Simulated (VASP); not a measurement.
Runs of VASP 6.6.1 on CdS. The structure is that of space group I4/mmm (No. 139), or close to it. The cells are those of the table. 

| potentials or basis | cell | cutoff (eV) | second run | gap on the mesh (eV) | pressure (GPa) |
| --- | --- | --- | --- | --- | --- |
| VASP PAW PBE potentials, release 64 (Cd, S) | a = 3.899, b = 3.899, c = 4.088 Å, angles 58.4, 58.4, 63.2°, 2 atoms | 520 | - | none | -1.8 |
| VASP PAW PBE potentials, release 64 (Cd, S) | a = 3.798, b = 3.798, c = 3.894 Å, angles 59.2, 59.2, 61.7°, 2 atoms | 520 | - | none | (b) |
| VASP PAW PBE potentials, release 64 (Cd, S) | a = 3.895, b = 3.895, c = 3.991 Å, angles 59.2, 59.2, 61.6°, 2 atoms | 520 | - | 0.04 | -1.4 |
| VASP PAW PBE potentials, release 64 (Cd, S) | a = 3.848, b = 3.848, c = 3.991 Å, angles 58.8, 58.8, 62.5°, 2 atoms | 520 | - | none | (a) |
| VASP PAW PBE potentials, release 64 (Cd, S) | a = 3.945, b = 3.945, c = 3.796 Å, angles 61.2, 61.2, 57.5°, 2 atoms | 520 | - | none | 0.8 |
| VASP PAW PBE potentials, release 64 (Cd_sv_GW, S) | a = 3.899, b = 3.899, c = 4.088 Å, angles 58.4, 58.4, 63.2°, 2 atoms | 540 | valence_matched | none | -3.3 |
| VASP PAW PBE potentials, release 64 (Cd_sv_GW, S) | a = 3.848, b = 3.848, c = 3.991 Å, angles 58.8, 58.8, 62.5°, 2 atoms | 540 | valence_matched | none | (c) |
| VASP PAW PBE potentials, release 64 (Cd, S) | a = 3.899, b = 3.899, c = 3.699 Å, angles 61.7, 61.7, 56.6°, 2 atoms | 520 | - | none | 5.9 |

Alike in all rows: task single point; level PBE; no spin polarisation; k mesh 10 × 10 × 10; smearing gaussian 0.03 eV.

Task: Fill in the values left out.

Result: (a) 0.9; (b) 4.5; (c) -0.7.

A k mesh can miss the band edges, and the runs leave out spin-orbit coupling on Cd.

A gap of «none» marks levels without a gap at the run's occupations.

The runs don't all hold the same shells in valence.
